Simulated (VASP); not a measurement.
Input of a VASP 6.6.1 run:

INCAR

```
SYSTEM = Ti
PREC = Accurate ; ENCUT = 520
EDIFF = 1E-6 ; ISMEAR = 1
SIGMA = 0.025 ; LREAL = .FALSE.
LASPH = .TRUE. ; NELM = 100
ALGO = Normal ; ISIF = 2
LWAVE = .FALSE. ; LCHARG = .FALSE.
GGA = PE ; NBANDS = 19
```

KPOINTS

```
Automatic mesh
0
G
  9 9 5
  0 0 0
```

The input POSCAR:

```
Ti
1.0
    2.9500000000      0.0000000000      0.0000000000
   -1.4750000000      2.5547749412      0.0000000000
    0.0000000000      0.0000000000      4.6800000000
Ti
2
Direct
    0.6666666667      0.3333333333      0.7500000000
    0.3333333333      0.6666666667      0.2500000000
```

Potentials or basis: VASP PAW PBE potentials, release 64 (Ti_sv).

Launch:

```console
$ cat potpaw_PBE.64/Ti_sv/POTCAR > POTCAR
$ mpirun -np 1 vasp_std > vasp.out
```

**Question.** Estimate the pressure.

**Answer.** -1.8 GPa.

**Question.** Predict the band gap on the k mesh.

**Answer.** Zero (band 12 reaches 8.95 eV, above the bottom of band 13 at 7.91 eV).

Stress tensor (GPa, compression positive):
```
-1.51  0.00  0.00
 0.00 -1.51  0.00
 0.00  0.00 -2.42
```
